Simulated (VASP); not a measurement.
Runs of VASP 6.6.1 on Nb. The structure is that of space group Im-3m (No. 229), or close to it. The cells are those of the table. 

```tsv
spin	cell	k mesh	cutoff (eV)	gap on the mesh (eV)	pressure (GPa)
collinear, ferromagnetic start	a = 2.876 Å, angles 109.5°, 1 atom	7 × 7 × 7	500	none	0.8
off	a = 2.953 Å, angles 109.5°, 1 atom	22 × 22 × 22	520	none	(a)
off	a = 2.878 Å, angles 109.5°, 1 atom	22 × 22 × 22	520	none	(b)
off	a = 2.989 Å, angles 109.5°, 1 atom	22 × 22 × 22	520	none	-15.0
off	a = 2.758 Å, angles 109.5°, 1 atom	22 × 22 × 22	520	none	26.5
```

Alike in all rows: task single point; level revPBE; potentials or basis VASP PAW PBE potentials, release 64 (Nb_sv); smearing fermi-dirac 0.1 eV.

Problem. Estimate the missing entries.

Solution. (a) -11.0; (b) 0.0.

Caveats: some runs use coarse meshes; the PAW data sets were made with another functional, which shifts forces and pressure a little.

A k mesh can miss the band edges, and the runs leave out spin-orbit coupling on Nb.

A gap of «none» marks levels without a gap at the run's occupations.
